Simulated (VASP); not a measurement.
FeCl: relaxation of cell and atoms with PBE

FeCl:

```
Fe Cl
1.0
     3.07139    0.00000    0.00000
     0.00000    3.08164    0.00000
     0.00000    0.00000    8.55738
Fe Cl
2 2
Direct
  0.75000 0.00000 0.61593
  0.25000 0.00000 0.38407
  0.75000 0.50000 0.23303
  0.25000 0.50000 0.76697
```

```yaml
Program: VASP 6.6.1
Task: relaxation of cell and atoms
Functional: PBE
Potentials_or_basis: VASP PAW PBE potentials, release 64 (Fe, Cl)
Cutoff: 600 eV
k_mesh: 6 × 6 × 2
Occupations: gaussian, width 0.1 eV
Spin: collinear spin, ferromagnetic start
Starting_moments: "[3.36, 3.36, 0.0, 0.0] μB"
Dipole_correction: no
Further_INCAR_settings: ALGO = Normal; EDIFF = 1e-07; IBRION = 2; EDIFFG = -0.04; NSW = 90; ISIF = 3
```

| Item | Value |
| --- | --- |
| Relaxed volume | 20.30 Å³/atom |
| Relaxed cell | a = 3.067 Å, b = 3.082 Å, c = 8.590 Å, α = 90.00°, β = 90.00°, γ = 90.00° |
| Space group after relaxing (to 0.1 Å) | Pmma (No. 51) |
| Energy gained by relaxing | 0.3 meV/atom |
| Ionic steps | 2 |
| Pressure after relaxing | 0.0 GPa |
| Largest force after relaxing | 0.017 eV/Å |
| Net moment | 6.55 μB per cell |
| Site moments | Fe +3.09; Cl +0.13 μB |
| Valence electrons inside the program's atomic spheres | Fe 6.77; Cl 5.12 |

Forces in eV/Å, atoms in the order of the input:
```
Fe   0.000  0.000  0.006
Fe   0.000  0.000 -0.006
Cl   0.000  0.000 -0.017
Cl   0.000  0.000  0.017
```

Stress tensor (GPa, compression positive):
```
-0.16  0.00  0.00
 0.00 -0.04  0.00
 0.00  0.00  0.28
```

Step by step:
```csv
step,energy change (eV),largest force (eV/Å),pressure (GPa),volume (Å³)
1,0.0000,0.0627,0.14,80.99
2,-0.0013,0.0168,0.03,81.21
```

Final structure:
```xyz
4
Lattice="3.0668 0.0000 0.0000 0.0000 3.0824 0.0000 0.0000 0.0000 8.5904" Properties=species:S:1:pos:R:3 pbc="T T T"
Fe    2.3001    0.0000    5.2941
Fe    0.7667    0.0000    3.2963
Cl    2.3001    1.5412    2.0003
Cl    0.7667    1.5412    6.5902
```

Levels at points of the mesh, in eV from the Fermi level:
Spin up:
```
           k point  band 14  band 15  band 16  band 17  band 18  band 19  band 20  band 21  band 22
(0.00, 0.00, 0.00)    -2.26    -1.91    -1.89    -1.39    -1.25    -0.74     3.90     4.75     6.64
(0.50, 0.00, 0.00)    -2.67    -2.04    -2.04    -1.11    -1.11     2.05     2.05     5.86     5.86
(0.00, 0.50, 0.00)    -2.12    -1.74    -1.71    -1.18    -1.03     0.35     3.07     6.02     6.72
(0.50, 0.50, 0.00)    -1.99    -1.58    -1.58    -1.29    -1.29     2.63     2.63     4.08     4.08
(0.00, 0.00, 0.50)    -2.38    -1.90    -1.88    -1.26    -0.98    -0.75     3.28     5.12     6.61
(0.50, 0.00, 0.50)    -2.67    -2.05    -2.05    -1.11    -1.11     1.90     1.90     6.61     6.61
(0.00, 0.50, 0.50)    -2.15    -1.75    -1.71    -1.16    -1.04     0.40     3.33     5.12     6.81
(0.50, 0.50, 0.50)    -1.99    -1.58    -1.58    -1.31    -1.31     2.57     2.57     4.25     4.25
```
Spin down:
```csv
k point,band 8,band 9,band 10,band 11,band 12,band 13,band 14,band 15,band 16,band 17
"(0.00, 0.00, 0.00)",-2.93,-1.97,-1.28,-1.06,-0.24,0.23,0.59,0.79,0.83,1.20
"(0.50, 0.00, 0.00)",-2.74,-1.55,-1.55,-0.69,-0.69,0.42,0.42,1.10,1.10,1.48
"(0.00, 0.50, 0.00)",-2.62,-1.47,-1.34,-1.14,-0.71,0.63,0.91,1.04,1.04,1.14
"(0.50, 0.50, 0.00)",-4.15,-1.16,-1.16,0.23,0.23,0.95,0.95,1.13,1.13,1.73
"(0.00, 0.00, 0.50)",-2.95,-1.85,-1.30,-0.83,-0.23,0.10,0.59,0.83,0.87,1.20
"(0.50, 0.00, 0.50)",-2.74,-1.58,-1.58,-0.71,-0.71,0.42,0.42,1.10,1.10,1.48
"(0.00, 0.50, 0.50)",-2.63,-1.43,-1.29,-1.17,-0.71,0.65,0.91,1.03,1.04,1.14
"(0.50, 0.50, 0.50)",-4.15,-1.16,-1.16,0.26,0.26,0.95,0.95,1.11,1.11,1.70
```

Wall time 6 min on 1 thread of Intel Xeon 8259CL, with other jobs on the host, peak memory 0.33 GiB.

Caveat: the k points lie up to 0.37 Å⁻¹ apart in the final cell; this functional lacks dispersion, which binds layers or chains, so the pressure and a relaxed spacing across them are unreliable; semilocal functionals often make such compounds metallic where correlation or magnetic order opens a gap, which also shifts bond lengths; the run started ferromagnetic, and an antiferromagnetic order may lie lower in energy. With open d or f shells a metallic result of PBE can be an artefact of self-interaction; +U or a hybrid may open a gap.
